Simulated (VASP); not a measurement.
Write the native input for VASP 6.6.1 that does the following.

* Task: single point
* Functional: PBE
* Potentials or basis: VASP PAW PBE potentials, release 64 (Mg)
* Cutoff: 520 eV
* k mesh: 7 × 7 × 4
* Occupations: fermi-dirac, width 0.025 eV
* Spin: no spin polarisation
* Dipole correction: no
* Further INCAR settings: ALGO = Normal; EDIFF = 1e-06; NBANDS = 9

The structure of Mg lies in POSCAR:

```
Mg
1.0
    3.2093000000      0.0000000000      0.0000000000
   -1.6046500000      2.7793353284      0.0000000000
    0.0000000000      0.0000000000      5.2103000000
Mg
2
Direct
    0.6716710000      0.3385810000      0.7543150000
    0.3365900000      0.6809960000      0.2431600000
```

These files were run (other wordings do the same):

INCAR

```
ALGO = Normal ; EDIFF = 1E-6
ENCUT = 520 ; GGA = PE
ISIF = 2 ; ISMEAR = -1
LASPH = True ; LCHARG = True
LELF = True ; LREAL = False
LVHAR = True ; LWAVE = False
NBANDS = 9 ; NELM = 80
PREC = Accurate ; SIGMA = 0.025
```

KPOINTS

```
k-points
0
Gamma
  7 7 4
```

Potentials or basis: VASP PAW PBE potentials, release 64 (Mg).

Command:

```bash
$ cat potpaw_PBE.64/Mg/POTCAR > POTCAR
$ mpirun -np 1 vasp_std > vasp.out
```

Results of the run:

```yaml
Pressure: -0.3 GPa
Largest_force: 0.193 eV/Å
Band_gap_on_the_k_mesh: zero (bands 2 and 3 overlap by 2.03 eV)
```

It took 19 s on 1 thread of Intel(R) Xeon(R) Platinum 8259CL CPU @ 2.50GHz (Skylake/Cascade Lake), with other jobs on the host, peak memory 0.18 GiB.
